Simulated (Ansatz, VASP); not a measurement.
Two plane-wave programs on MoS2

```
Mo S
1.0
     3.02340    0.00000    0.00000
    -1.51170    2.61834    0.00000
     0.00000    0.00000   12.09579
Mo S
2 4
Cartesian
  1.5117 0.8728 3.0257
  0.0000 1.7456 9.0701
  0.0000 1.7456 4.5915
  1.5117 0.8728 10.6360
  0.0000 1.7456 1.4598
  1.5117 0.8728 7.5042
```

Alike in both runs: task single point; functional PBE; dispersion D3(BJ); k mesh 12 × 12 × 4; occupations gaussian, width 0.05 eV; no spin polarisation.

|  | VASP | Ansatz |
| --- | --- | --- |
| version | VASP 6.6.1 | Ansatz 0.2.0 |
| potentials or method | VASP PAW PBE potentials, release 64 (Mo_sv, S), cutoff 520 eV | scalar-relativistic, plane waves, PAW |
| valence electrons in the cell | 52 | 52 |

```csv
,VASP,Ansatz,Ansatz less VASP
gap on the k mesh at the Fermi level (eV),0.89,0.88,-0.016
least direct gap on the mesh (eV),2.14,2.14,-0.005
pressure (GPa),14.4,14.6,+0.22
"traceless stress, the component that is largest in VASP (GPa)",-4.77,-4.68,+0.091
rms of the force components (eV/Å),0.434,0.444,+0.0101
```

Atom by atom the forces differ by 0.010 eV/Å (rms over components).
